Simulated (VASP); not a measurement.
# Sc (P4/nmm) in VASP: single point with PBEsol

Aim: the single point of Sc with PBEsol.

All numbers are computed with VASP 6.6.1; they aren't measurements. Logs are shortened: lines on timing, memory, paths and dates and some standing lists are left out, and cuts for length are marked.

## Step 1: The cell of the first run

Symmetry: P4/nmm, No. 129, tetragonal system. The conventional cell has a = 4.730 Å, b = 4.730 Å, c = 3.180 Å, α = 90.00°, β = 90.00°, γ = 90.00°. Within 3.5 Å of Sc (site symmetry -4m2) lie 14 Sc at 2.65 to 3.34 Å. Within 3.5 Å of Sc (site symmetry 4mm) lie 14 Sc at 2.65 to 3.44 Å.

## Step 2: Single point, PBEsol

INCAR reads:

```
ALGO     = Normal         # electronic algorithm
EDIFF    = 1E-6           # SCF threshold, eV
ENCUT    = 500            # plane-wave cutoff, eV
GGA      = PS             # functional
GGA_COMPAT= False        
ISIF     = 2              # what is computed and relaxed
ISMEAR   = -1             # smearing method
LASPH    = True           # aspherical terms in the spheres
LCHARG   = False          # write CHGCAR
LREAL    = False          # projectors in reciprocal space
LWAVE    = False          # write WAVECAR
NBANDS   = 30             # bands
NELM     = 120            # most SCF steps
PREC     = Accurate       # precision mode
SIGMA    = 0.1            # smearing width, eV
```

KPOINTS reads:

```
k-points
0
Gamma
  5 5 7
```

POSCAR reads:

```
Sc
1.0
    4.7300000000      0.0000000000      0.0000000000
    0.0000000000      4.7300000000      0.0000000000
    0.0000000000      0.0000000000      3.1800000000
Sc
4
Direct
    1.0000000000      0.0000000000      0.0000000000
    0.5000000000      0.5000000000      0.0000000000
    1.0000000000      0.5000000000      0.6250000000
    0.5000000000      0.0000000000      0.3750000000
```

Potentials or basis: VASP PAW PBE potentials, release 64 (Sc_sv).

Command:

```bash
$ cat potpaw_PBE.64/Sc_sv/POTCAR > POTCAR
$ mpirun -np 1 vasp_std > vasp.out
```

OUTCAR:

```text
EDIFF = 1E-6
   ENCUT = 500
   GGA = PS
   ISIF = 2
   ISMEAR = -1
   LASPH = True
   LREAL = False
   NELM = 120
   PREC = Accurate

 ion  position               nearest neighbor table
   1  0.000  0.000  0.000-   3 2.65   4 2.65   3 2.65   4 2.65   3 3.09   3 3.09   4 3.09   4 3.09
                             2 3.34   2 3.34   2 3.34   2 3.34
   2  0.500  0.500  0.000-   3 2.65   4 2.65   4 2.65   3 2.65   3 3.09   4 3.09   3 3.09   4 3.09
                             1 3.34   1 3.34   1 3.34   1 3.34
   3  0.000  0.500  0.625-   1 2.65   2 2.65   1 2.65   2 2.65   1 3.09   1 3.09   2 3.09   2 3.09

   4  0.500  0.000  0.375-   1 2.65   2 2.65   2 2.65   1 2.65   2 3.09   1 3.09   1 3.09   2 3.09

  LATTYP: Found a simple tetragonal cell.
 ALAT       =     4.7300000000
 C/A-ratio  =     0.6723044397

  Lattice vectors:

 A1 = (   4.7300000000,   0.0000000000,   0.0000000000)
 A2 = (   0.0000000000,   4.7300000000,   0.0000000000)
 A3 = (   0.0000000000,   0.0000000000,   3.1800000000)

Analysis of symmetry for initial positions (statically):
=====================================================================
 Subroutine PRICEL returns:
 Original cell was already a primitive cell.

 Routine SETGRP: Setting up the symmetry group for a
 simple tetragonal supercell.

 Subroutine GETGRP returns: Found 16 space group operations
 (whereof  8 operations were pure point group operations)
 out of a pool of 16 trial point group operations.

The static configuration has the point symmetry D_2d.
 The point group associated with its full space group is D_4h.

Analysis of symmetry for dynamics (positions and initial velocities):
=====================================================================
 Subroutine PRICEL returns:
 Original cell was already a primitive cell.

 Routine SETGRP: Setting up the symmetry group for a
 simple tetragonal supercell.

 Subroutine GETGRP returns: Found 16 space group operations
 (whereof  8 operations were pure point group operations)
 out of a pool of 16 trial point group operations.

The dynamic configuration has the point symmetry D_2d.
 The point group associated with its full space group is D_4h.

 Subroutine INISYM returns: Found 16 space group operations
 (whereof  8 operations are pure point group operations),
 and found     1 'primitive' translations

----------------------------------------------------------------------------------------

                                     Primitive cell

  volume of cell :      71.1458

  direct lattice vectors                    reciprocal lattice vectors
     4.730000000  0.000000000  0.000000000     0.211416490  0.000000000  0.000000000
     0.000000000  4.730000000  0.000000000     0.000000000  0.211416490  0.000000000
     0.000000000  0.000000000  3.180000000     0.000000000  0.000000000  0.314465409

  length of vectors
     4.730000000  4.730000000  3.180000000     0.211416490  0.211416490  0.314465409

  position of ions in fractional coordinates (direct lattice)
     0.000000000  0.000000000  0.000000000
     0.500000000  0.500000000  0.000000000
     0.000000000  0.500000000  0.625000000
     0.500000000  0.000000000  0.375000000

  ion indices of the primitive-cell ions
   primitive index   ion index
                 1           1
                 2           2
                 3           3
                 4           4

----------------------------------------------------------------------------------------

 KPOINTS: k-points

Automatic generation of k-mesh.
 Grid dimensions read from file:
 generate k-points for:    5    5    7

 Generating k-lattice:

  Cartesian coordinates                     Fractional coordinates (reciprocal lattice)
     0.042283298  0.000000000  0.000000000     0.200000000  0.000000000  0.000000000
     0.000000000  0.042283298  0.000000000     0.000000000  0.200000000  0.000000000
     0.000000000  0.000000000  0.044923630     0.000000000  0.000000000  0.142857143

  Length of vectors
     0.042283298  0.042283298  0.044923630

  Shift w.r.t. Gamma in fractional coordinates (k-lattice)
     0.000000000  0.000000000  0.000000000

 Subroutine IBZKPT returns following result:
 ===========================================

 Found     24 irreducible k-points:

 Following reciprocal coordinates:
            Coordinates               Weight
  0.000000  0.000000  0.000000      1.000000
  0.200000  0.000000  0.000000      4.000000
  0.400000  0.000000  0.000000      4.000000
  0.200000  0.200000  0.000000      4.000000
  0.400000  0.200000  0.000000      8.000000
  0.400000  0.400000  0.000000      4.000000
[... 16 lines left out ...]
  0.400000  0.200000  0.428571     16.000000
  0.400000  0.400000  0.428571      8.000000
   k-points           NKPTS =     24   k-points in BZ     NKDIM =     24   number of bands    NBANDS=     30
   number of dos      NEDOS =    301   number of ions     NIONS =      4
   total plane-waves  NPLWV =  31104
   dimension x,y,z NGX =    36 NGY =   36 NGZ =   24
   dimension x,y,z NGXF=    72 NGYF=   72 NGZF=   48
   ions per type =               4
   NGX,Y,Z   is equivalent  to a cutoff of  12.65, 12.65, 12.55 a.u.
   NGXF,Y,Z  is equivalent  to a cutoff of  25.31, 25.31, 25.09 a.u.
 SYSTEM =  unknown system
   PREC   = accura    normal or accurate (medium, high low for compatibility)
   ISTART =      0    job   : 0-new  1-cont  2-samecut
   ICHARG =      2    charge: 1-file 2-atom 10-const
   ISPIN  =      1    spin polarized calculation?
   LNONCOLLINEAR =      F non collinear calculations
   LSORBIT =      F    spin-orbit coupling
   LASPH  =      T    aspherical Exc in radial PAW
   ENCUT  =  500.0 eV  36.75 Ry    6.06 a.u.   8.62  8.62  5.80*2*pi/ulx,y,z
   NELM   =    120;   NELMIN=  2; NELMDL= -5     # of ELM steps
   EDIFF  = 0.1E-05   stopping-criterion for ELM
   LREAL  =      F    real-space projection
   EDIFFG = 0.1E-04   stopping-criterion for IOM
   NSW    =      0    number of steps for IOM
   IBRION =     -1    ionic relax: 0-MD 1-quasi-New 2-CG
   NFREE  =      0    steps in history (QN), initial steepest desc. (CG)
   ISIF   =      2    stress and relaxation
   ISYM   =      2    0-nonsym 1-usesym 2-fastsym
   POTIM  = 0.5000    time-step for ionic-motion
   TEBEG  =    0.0;   TEEND  =   0.0 temperature during run
   PSTRESS=    0.0 pullay stress
   NELECT =      44.0000    total number of electrons
   NUPDOWN=      -1.0000    fix difference up-down
   EMIN   =  10.00;   EMAX   =-10.00  energy-range for DOS
   EFERMI =   0.00;   METHOD = LEGACY
   ISMEAR =    -1;   SIGMA  =   0.10  broadening in eV -4-tet -1-fermi 0-gaus
   EFERMI_NEDOS =   21; number of points for ismear=-14 and -15
   IALGO  =     38    algorithm
   IMIX   =      4    mixing-type and parameters
     AMIX     =   0.40;   BMIX     =  1.00
     AMIX_MAG =   1.60;   BMIX_MAG =  1.00
  volume/ion in A,a.u.               =      17.79       120.03
  Fermi-wavevector in a.u.,A,eV,Ry     =   1.394791  2.635774 26.469359  1.945443
  Thomas-Fermi vector in A             =   2.518306
   LORBIT       =      0    0 simple, 1 ext, 2 COOP (PROOUT), +10 PAW based schemes
   GGA     = PS    functional components
   LHFCALC =     F    Hartree Fock is set to
   AEXX    =    0.0000 exact exchange contribution
   IVDW    =     0    specifies the selected vdW correction
   LEPSILON=     F    determine dielectric tensor
   LRPA    =     F    only Hartree local field effects (RPA)
 non-spin polarized calculation
  energy-cutoff  :      500.00
  volume of cell :       71.15
 maximum number of plane-waves:      1835
 NGX is ok and might be reduce to    36
   NGX = 17   NGY = 17   NGZ = 11

 number of electron      44.0000011 magnetization

 Free energy of the ion-electron system (eV)
  ---------------------------------------------------
  ext. energy  EPLUGINS =         0.00000000
  ---------------------------------------------------
  free energy    TOTEN  =       -24.39719327 eV

  energy without entropy =      -24.25925035  energy(sigma->0) =      -24.32822181

 E-fermi :   5.6927     XC(G=0): -11.4015

 val. band max:        5.6528773764   @ k =   0.2000   0.2000   0.2857
 cond. band min:       5.7251658991   @ k =   0.0000   0.0000   0.2857
 fundamental gap:      0.0722885226
 Fermi energy:         5.6926896430

 k-point     1 :       0.0000    0.0000    0.0000
  band No.  band energies     occupation
      1     -42.9885      2.00000
      2     -42.7079      2.00000
      3     -42.6997      2.00000
      4     -42.4753      2.00000
      5     -22.3839      2.00000
      6     -22.3839      2.00000
[... 22 lines left out ...]
     29       8.4141      0.00000
     30       8.8589      0.00000

 k-point     2 :       0.2000    0.0000    0.0000
  band No.  band energies     occupation
      1     -42.9619      2.00000
      2     -42.7319      2.00000
      3     -42.6821      2.00000
      4     -42.4975      2.00000
      5     -22.3503      2.00000
      6     -22.2708      2.00000
[... 22 lines left out ...]
     29       8.2228      0.00000
     30       8.5500      0.00000

 k-point     3 :       0.4000    0.0000    0.0000
  band No.  band energies     occupation
      1     -42.8918      2.00000
      2     -42.8039      2.00000
      3     -42.6259      2.00000
      4     -42.5553      2.00000
      5     -22.2611      2.00000
      6     -22.1488      2.00000
[... 22 lines left out ...]
     29       8.2499      0.00000
     30       8.3779      0.00000

 k-point     4 :       0.2000    0.2000    0.0000
  band No.  band energies     occupation
      1     -42.9359      2.00000
      2     -42.7130      2.00000
      3     -42.7064      2.00000
      4     -42.5203      2.00000
      5     -22.2553      2.00000
      6     -22.2259      2.00000
[... 616 lines left out ...]
     29       8.4945      0.00000
     30       8.6934      0.00000

 k-point    23 :       0.4000    0.2000    0.4286
  band No.  band energies     occupation
      1     -42.7916      2.00000
      2     -42.7346      2.00000
      3     -42.6443      2.00000
      4     -42.5910      2.00000
      5     -22.2088      2.00000
      6     -22.1260      2.00000
[... 22 lines left out ...]
     29       8.9189      0.00000
     30       9.1046      0.00000

 k-point    24 :       0.4000    0.4000    0.4286
  band No.  band energies     occupation
      1     -42.7464      2.00000
      2     -42.6933      2.00000
      3     -42.6873      2.00000
      4     -42.6356      2.00000
      5     -22.2395      2.00000
      6     -22.1630      2.00000
[... 22 lines left out ...]
     29       9.3193      0.00000
     30       9.3909      0.00000

------------------------ aborting loop because EDIFF is reached ----------------------------------------

  FORCE on cell =-STRESS in cart. coord.  units (eV):
  Direction    XX          YY          ZZ          XY          YZ          ZX
  --------------------------------------------------------------------------------------
  -------------------------------------------------------------------------------------
  Total       10.2630629     10.2630629      7.1746903      0.0000000     -0.0000000      0.0000000
  in kB      231.1203431    231.1203431    161.5713453      0.0000000     -0.0000000      0.0000000
  external PRESSURE =     207.9373439 kB  Pullay stress =       0.0000000 kB

 VOLUME and BASIS-vectors are now :
 -----------------------------------------------------------------------------
  energy-cutoff  :      500.00
  volume of cell :       71.15
      direct lattice vectors                 reciprocal lattice vectors
     4.730000000  0.000000000  0.000000000     0.211416490  0.000000000  0.000000000
     0.000000000  4.730000000  0.000000000     0.000000000  0.211416490  0.000000000
     0.000000000  0.000000000  3.180000000     0.000000000  0.000000000  0.314465409

 POSITION                                       TOTAL-FORCE (eV/Angst)
 -----------------------------------------------------------------------------------
      0.00000      0.00000      0.00000        -0.000000      0.000000      0.000000
      2.36500      2.36500      0.00000         0.000000      0.000000      0.000000
      0.00000      2.36500      1.98750         0.000000      0.000000     -0.844141
      2.36500      0.00000      1.19250        -0.000000      0.000000      0.844141
 -----------------------------------------------------------------------------------
    total drift:                                0.000000      0.000000      0.000000

  FREE ENERGIE OF THE ION-ELECTRON SYSTEM (eV)
  ---------------------------------------------------
  free  energy   TOTEN  =       -24.3971932662 eV

  energy  without entropy=      -24.2592503495  energy(sigma->0) =      -24.32822181
```

It took 29 s on 1 thread of Intel Xeon Platinum 8375C at 2.90GHz (Ice Lake), shared host; peak memory 0.18 GiB.

Results:

```
Free energy            : -24.3972 eV
Pressure               : 20.8 GPa
Largest force          : 0.844 eV/Å
Band gap on the k mesh : zero (bands 22 and 23 overlap by 1.16 eV)
```

Forces in eV/Å, atoms in the order of the input:
```
Sc   0.000  0.000  0.000
Sc   0.000  0.000  0.000
Sc   0.000  0.000 -0.844
Sc   0.000  0.000  0.844
```

Caveat: the cell stands under pressure; the PAW data sets were made with another functional, which shifts forces and pressure a little.
